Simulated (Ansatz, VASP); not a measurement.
## Pb in VASP and in Ansatz

INCAR

```
PREC     = Accurate       # precision mode
ENCUT    = 520            # plane-wave cutoff, eV
EDIFF    = 1E-6           # SCF threshold, eV
ISMEAR   = -1             # smearing method
SIGMA    = 0.05           # smearing width, eV
LREAL    = False          # projectors in reciprocal space
LASPH    = True           # aspherical terms in the spheres
NELM     = 80             # most SCF steps
ALGO     = Normal         # electronic algorithm
ISIF     = 2              # what is computed and relaxed
LWAVE    = False          # write WAVECAR
LCHARG   = True           # write CHGCAR
GGA      = PS             # functional
LELF     = True           # ELF
LVHAR    = True         
NBANDS   = 36             # bands
```

File KPOINTS:

```
regular mesh
0
Gamma
  9 9 3
```

Contents of POSCAR:

```
Pb
1.0
    3.5007119655      0.0000000000      0.0000000000
   -1.7503559828      3.0317054935      0.0000000000
    0.0000000000      0.0000000000     11.4180902115
Pb
4
Direct
    0.6666666667      0.3333333333      0.7500000000
    0.0000000000      0.0000000000      0.5000000000
    0.3333333333      0.6666666667      0.2500000000
    0.0000000000      0.0000000000      0.0000000000
```

input.yaml

```yaml
crystal:
  lattice:
    - [3.5007119655, 0.0, 0.0]
    - [-1.7503559828, 3.0317054935, 0.0]
    - [0.0, 0.0, 11.4180902115]
  atoms:
    - { symbol: Pb, position: [0.6666666667, 0.3333333333, 0.75] }
    - { symbol: Pb, position: [0.0, 0.0, 0.5] }
    - { symbol: Pb, position: [0.3333333333, 0.6666666667, 0.25] }
    - { symbol: Pb, position: [0.0, 0.0, 0.0] }
kpoints:
  mp_grid: { grid: [9, 9, 3] }
scf:
  occupations: { method: fermi_dirac, width: 0.05 }
hamiltonian:
  xc: pbesol
  pseudopotentials: { kind: all_electron, lapw: { basis_error: 0.001 } }
output:
  forces: true
  stress: true
  eigenvalues: true
```

Change from the starting cell: volume scaled by 0.98.

Alike in both runs: task single point; functional PBEsol; k mesh 9 × 9 × 3; occupations fermi-dirac, width 0.05 eV; no spin polarisation.

|  | VASP | Ansatz |
| --- | --- | --- |
| version | VASP 6.6.1 | Ansatz 0.2.0 |
| potentials or method | VASP PAW PBE potentials, release 64 (Pb_d), cutoff 520 eV | all-electron LAPW, scalar-relativistic |

|  | VASP | Ansatz | Ansatz less VASP |
| --- | --- | --- | --- |
| gap on the k mesh at the Fermi level (eV) | none | none | - |
| pressure (GPa) | -0.7 | -0.6 | +0.10 |
| traceless stress, the component that is largest in VASP (GPa) | 0.34 | 0.35 | +0.003 |

VASP's potentials were made for PBE, not for PBEsol. A gap of «none» marks a metal or a gap that the smearing closes. Ansatz ran all-electron here, and VASP with PAW potentials.

Neither program's run includes spin-orbit coupling.
